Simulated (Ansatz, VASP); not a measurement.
**One calculation of C, two programs**

```
CELL_PARAMETERS angstrom
2.45766 0.00000 0.00000
-1.22883 2.12839 0.00000
0.00000 0.00000 3.52948
ATOMIC_POSITIONS crystal
C 0.30892 0.66667 0.98224
C 0.69108 0.33333 0.01776
```

Change from the starting cell: mode 4 frozen in at -0.063 Å and mode 5 at -0.060 Å (largest displacements).

Alike in both runs: task single point; functional PBEsol; dispersion D3(BJ); k mesh 21 × 21 × 12; occupations gaussian, width 0.15 eV; no spin polarisation.

|  | VASP | Ansatz |
| --- | --- | --- |
| version | VASP 6.6.1 | Ansatz 0.2.0 |
| potentials or method | VASP PAW PBE potentials, release 64 (C), cutoff 520 eV | scalar-relativistic, plane waves, PAW |
| valence electrons in the cell | 8 | 8 |

VASP gave:

* gap on the k mesh at the Fermi level (eV): none
* pressure (GPa): 5.8
* traceless stress, the component that is largest in VASP (GPa): 13.15
* rms of the force components (eV/Å): 3.899

Which values does Ansatz return?

gap on the k mesh at the Fermi level (eV): none; pressure (GPa): 5.2; traceless stress, the component that is largest in VASP (GPa): 12.86; rms of the force components (eV/Å): 3.889.

VASP's potentials were made for PBE, not for PBEsol, and Ansatz warns of the same on its side. Atom by atom the forces differ by 0.014 eV/Å (rms over components). A gap of «none» marks a metal or a gap that the smearing closes.
